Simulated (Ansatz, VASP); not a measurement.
**RbIr: VASP beside Ansatz**

```
Rb Ir
1.0
     3.82397    0.00000    0.00000
     0.00000    3.82397    0.00000
     0.00000    0.00000    3.82397
Rb Ir
1 1
Direct
  0.00000 0.00000 0.00000
  0.50000 0.50000 0.50000
```

Alike in both runs: task single point; functional PBE; k mesh 6 × 6 × 6; occupations gaussian, width 0.1 eV; no spin polarisation.

```csv
,VASP,Ansatz
version,VASP 6.6.1,Ansatz 0.2.0
potentials or method,"VASP PAW PBE potentials, release 64 (Rb_sv, Ir), cutoff 500 eV","scalar-relativistic, plane waves, PAW"
valence electrons in the cell,18,26
```

```tsv
	VASP	Ansatz	Ansatz less VASP
gap on the k mesh at the Fermi level (eV)	none	none	-
pressure (GPa)	-0.3	-0.3	-0.10
```

A gap of «none» marks a metal or a gap that the smearing closes. VASP's potentials hold 18 valence electrons a cell and Ansatz's 26, so a difference there can come from the potentials and not from the codes.

Neither program's run includes spin-orbit coupling.
